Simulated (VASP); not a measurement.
# ZnO (P6_3/mmc) in VASP: a series of runs, part 2 of 2

VASP 6.6.1. The steps go on from the part before.

**4. Single point, PBEsol (strain -0.030 along x and y, +0.000 along z)**

The input, INCAR:

```
PREC = Accurate
ENCUT = 520
EDIFF = 1E-6
ISMEAR = 0
SIGMA = 0.05
LREAL = F
LASPH = T
NELM = 100
ALGO = Normal
ISIF = 2
LWAVE = F
LCHARG = F
GGA = PS
NBANDS = 26
```

The input, KPOINTS:

```
regular mesh
0
Gamma
  9 9 4
```

The input, POSCAR:

```
ZnO
1.0
    3.1893281439      0.0000000000      0.0000000000
   -1.5946640719      2.7620391936      0.0000000000
    0.0000000000      0.0000000000      7.1304413500
Zn O
2 2
Direct
    0.0000000000      0.0000000000      0.7500000000
    0.0000000000      0.0000000000      0.2500000000
    0.3333333333      0.6666666667      0.2500000000
    0.6666666667      0.3333333333      0.7500000000
```

Potentials or basis: VASP PAW PBE potentials, release 64 (Zn, O).

Started as:

```
$ cat potpaw_PBE.64/Zn/POTCAR potpaw_PBE.64/O/POTCAR > POTCAR
$ mpirun -np 1 vasp_std > vasp.out
```

OUTCAR:

```text
PREC = Accurate
   ENCUT = 520
   EDIFF = 1E-6
   ISMEAR = 0
   LREAL = F
   LASPH = T
   NELM = 100
   ISIF = 2
   GGA = PS

 ion  position               nearest neighbor table
   1  0.000  0.000  0.750-   4 1.84   4 1.84   4 1.84
   2  0.000  0.000  0.250-   3 1.84   3 1.84   3 1.84
   3  0.333  0.667  0.250-   2 1.84   2 1.84   2 1.84
   4  0.667  0.333  0.750-   1 1.84   1 1.84   1 1.84

  LATTYP: Found a hexagonal cell.
 ALAT       =     3.1893281439
 C/A-ratio  =     2.2357189440

  Lattice vectors:

 A1 = (   3.1893281439,   0.0000000000,   0.0000000000)
 A2 = (  -1.5946640719,   2.7620391936,   0.0000000000)
 A3 = (   0.0000000000,   0.0000000000,   7.1304413500)

Analysis of symmetry for initial positions (statically):
=====================================================================
 Subroutine PRICEL returns:
 Original cell was already a primitive cell.

 Routine SETGRP: Setting up the symmetry group for a
 hexagonal supercell.

[... 166 lines left out ...]
  ---------------------------------------------------
  ext. energy  EPLUGINS =         0.00000000
  ---------------------------------------------------
  free energy    TOTEN  =       -18.23928902 eV

  energy without entropy =      -18.23928902  energy(sigma->0) =      -18.23928902

 E-fermi :  -0.0715     XC(G=0):  -9.4179

 val. band max:       -0.3101625060   @ k =   0.0000   0.0000   0.0000
 cond. band min:       0.4571769137   @ k =   0.0000   0.0000   0.0000
 fundamental gap:      0.7673394197
 Fermi energy:        -0.0714712451

 k-point     1 :       0.0000    0.0000    0.0000
  band No.  band energies     occupation
      1     -18.4369      2.00000
      2     -18.3524      2.00000
      3      -7.0093      2.00000
      4      -7.0093      2.00000
      5      -6.9956      2.00000
      6      -6.9956      2.00000
[... 685 lines left out ...]
     25       9.3189      0.00000
     26       9.9806      0.00000

 [... further k-points ...]
[... 5 lines left out ...]
  --------------------------------------------------------------------------------------
  -------------------------------------------------------------------------------------
  Total        3.3220250      3.3220250     -0.3282084      0.0000000     -0.0000000      0.0000000
  in kB       84.7360118     84.7360118     -8.3717219      0.0000000     -0.0000000      0.0000000
  external PRESSURE =      53.7001006 kB  Pullay stress =       0.0000000 kB

 VOLUME and BASIS-vectors are now :
 -----------------------------------------------------------------------------
  energy-cutoff  :      520.00
  volume of cell :       62.81
      direct lattice vectors                 reciprocal lattice vectors
     3.189328144  0.000000000  0.000000000     0.313545661  0.181025672  0.000000000
    -1.594664072  2.762039194  0.000000000     0.000000000  0.362051343  0.000000000
     0.000000000  0.000000000  7.130441350     0.000000000  0.000000000  0.140243773

 POSITION                                       TOTAL-FORCE (eV/Angst)
 -----------------------------------------------------------------------------------
      0.00000      0.00000      5.34783         0.000000      0.000000     -0.000000
      0.00000      0.00000      1.78261         0.000000      0.000000     -0.000000
     -0.00000      1.84136      1.78261         0.000000     -0.000000      0.000000
      1.59466      0.92068      5.34783        -0.000000      0.000000     -0.000000
 -----------------------------------------------------------------------------------
    total drift:                               -0.000000      0.000000      0.000000

  FREE ENERGIE OF THE ION-ELECTRON SYSTEM (eV)
  ---------------------------------------------------
  free  energy   TOTEN  =       -18.2392890195 eV

  energy  without entropy=      -18.2392890195  energy(sigma->0) =      -18.23928902
```

It took 67 s on 1 thread of Intel Xeon Platinum 8488C (Sapphire Rapids), shared host; peak memory 0.2 GiB.

What came out:

```
Free energy            : -18.2393 eV
Pressure               : 5.4 GPa
Band gap on the k mesh : 0.77 eV
```

Stress tensor (GPa, compression positive):
```
 8.47  0.00  0.00
 0.00  8.47  0.00
 0.00  0.00 -0.84
```

Caveat: the cell differs from its parent crystal (strain -0.030 along x and y, +0.000 along z); the cell stands under pressure; the PAW data sets were made with another functional, which shifts forces and pressure a little; an odd mesh through Γ misses points on the zone boundary, where band edges can lie.

**5. Single point, PBEsol (strain -0.015 along x and y, -0.030 along z)**

The input, INCAR:

```
SYSTEM = ZnO
ALGO = Normal ; EDIFF = 1E-7
ENCUT = 520 ; GGA = PS
ISIF = 2 ; ISMEAR = 0
LASPH = .True. ; LCHARG = .False.
LREAL = .False. ; LWAVE = .False.
NBANDS = 26 ; NELM = 60
PREC = Accurate ; SIGMA = 0.05
```

The input, KPOINTS:

```
k-points
0
Gamma
  9 9 4
  0 0 0
```

The input, POSCAR:

```
ZnO
1.0
    3.2386476513      0.0000000000      0.0000000000
   -1.6193238256      2.8047511399      0.0000000000
    0.0000000000      0.0000000000      6.9165281095
Zn O
2 2
Direct
    0.0000000000      0.0000000000      0.7500000000
    0.0000000000      0.0000000000      0.2500000000
    0.3333333333      0.6666666667      0.2500000000
    0.6666666667      0.3333333333      0.7500000000
```

Started as:

```
$ cat potpaw_PBE.64/Zn/POTCAR potpaw_PBE.64/O/POTCAR > POTCAR
$ mpirun -np 1 vasp_std > vasp.out
```

It took 54 s on 1 thread of Intel Xeon Platinum 8488C (Sapphire Rapids), shared host; peak memory 0.2 GiB.

The run converged. Its results:

```yaml
Free_energy: -18.3057 eV
Pressure: 0.4 GPa
Band_gap_on_the_k_mesh: 0.73 eV
```

Stress tensor (GPa, compression positive):
```
 1.02  0.00  0.00
 0.00  1.02  0.00
 0.00  0.00 -0.86
```

Levels at points of the mesh, in eV from the valence-band top:
| k point | band 16 | band 17 | band 18 | band 19 | band 20 | band 21 |
| --- | --- | --- | --- | --- | --- | --- |
| (0.00, 0.00, 0.00) | -0.01 | 0.00 | 0.00 | 0.73 | 3.54 | 5.13 |
| (0.00, 0.00, 0.50) | -0.01 | -0.01 | -0.01 | 1.95 | 1.95 | 7.40 |

Caveat: the cell differs from its parent crystal (strain -0.015 along x and y, -0.030 along z); the PAW data sets were made with another functional, which shifts forces and pressure a little; an odd mesh through Γ misses points on the zone boundary, where band edges can lie.

**6. The runs side by side**

| cell | gap on the mesh (eV) | pressure (GPa) |
| --- | --- | --- |
| a = 3.189, b = 3.189, c = 6.917 Å, angles 90.0, 90.0, 120.0°, 4 atoms | 0.74 | 5.6 |
| a = 3.189, b = 3.189, c = 7.023 Å, angles 90.0, 90.0, 120.0°, 4 atoms | 0.75 | 5.5 |
| a = 3.189, b = 3.189, c = 7.130 Å, angles 90.0, 90.0, 120.0°, 4 atoms | 0.77 | 5.4 |
| a = 3.239, b = 3.239, c = 6.917 Å, angles 90.0, 90.0, 120.0°, 4 atoms | 0.73 | 0.4 |

Alike in all rows: task single point; level PBEsol; potentials or basis VASP PAW PBE potentials, release 64 (Zn, O); no spin polarisation; k mesh 9 × 9 × 4; cutoff (eV) 520; smearing gaussian 0.05 eV.

Caveats: the PAW data sets were made with another functional, which shifts forces and pressure a little; an odd mesh through Γ misses points on the zone boundary, where band edges can lie; the cell stands under pressure (at least some runs).

Total energies depend on the potentials used, so only differences within one code and one set of settings carry meaning.
